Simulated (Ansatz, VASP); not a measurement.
# Two plane-wave programs on WC

Contents of INCAR:

```
ALGO = Normal ; EDIFF = 1E-8
ENCUT = 520 ; GGA = PS
ISIF = 2 ; ISMEAR = -1
LASPH = T ; LCHARG = F
LEFG = T ; LREAL = F
LWAVE = F ; NBANDS = 16
NELM = 80 ; PREC = Accurate
SIGMA = 0.05
```

File KPOINTS:

```
k-points
0
Gamma
  13 13 12
```

File POSCAR:

```
WC
1.0
    2.9005014360     -0.0435075215     -0.0435075215
   -1.4879293369      2.5336616881     -0.0159248581
   -0.0424350000     -0.0424350000      2.8290000000
W C
1 1
Direct
    0.0000000000      0.0000000000      0.0000000000
    0.6666666667      0.3333333333      0.5000000000
```

Input for Ansatz:

```yaml
crystal:
  lattice:
    - [2.900501436, -0.0435075215, -0.0435075215]
    - [-1.4879293369, 2.5336616881, -0.0159248581]
    - [-0.042435, -0.042435, 2.829]
  atoms:
    - { symbol: W, position: [0.0, 0.0, 0.0] }
    - { symbol: C, position: [0.6666666667, 0.3333333333, 0.5] }
kpoints:
  mp_grid: { grid: [13, 13, 12] }
scf:
  occupations: { method: fermi_dirac, width: 0.05 }
hamiltonian:
  xc: pbesol
  pseudopotentials: { kind: paw }
output:
  forces: true
  stress: true
  eigenvalues: true
  efg: { contact_densities: true }
```

Change from the starting cell: equal xy, yz and zx shear strains of -3 %, PAW files.

Alike in both runs: task electric field gradients; functional PBEsol; k mesh 13 × 13 × 12; occupations fermi-dirac, width 0.05 eV; no spin polarisation.

|  | VASP | Ansatz |
| --- | --- | --- |
| version | VASP 6.6.1 | Ansatz 0.2.0 |
| potentials or method | VASP PAW PBE potentials, release 64 (W_sv, C) | PAW with Ansatz's default frozen-core files, scalar-relativistic |
| plane-wave cutoff (eV) | 520 | 420 |
| valence electrons in the cell | 18 | 18 |

|  | VASP | Ansatz | Ansatz less VASP |
| --- | --- | --- | --- |
| pressure (GPa) | 1.6 | 0.3 | -1.30 |
| traceless stress, the component that is largest in VASP (GPa) | 9.98 | 9.92 | -0.056 |
| rms of the force components (eV/Å) | 0.134 | 0.131 | -0.0034 |
| size of Vzz on the site where it differs most (V/Å²) | 183.3 | 188.9 | +5.58 |

VASP's potentials were made for PBE, not for PBEsol. Atom by atom the forces differ by 0.003 eV/Å (rms over components).

Spin-orbit coupling is off throughout.
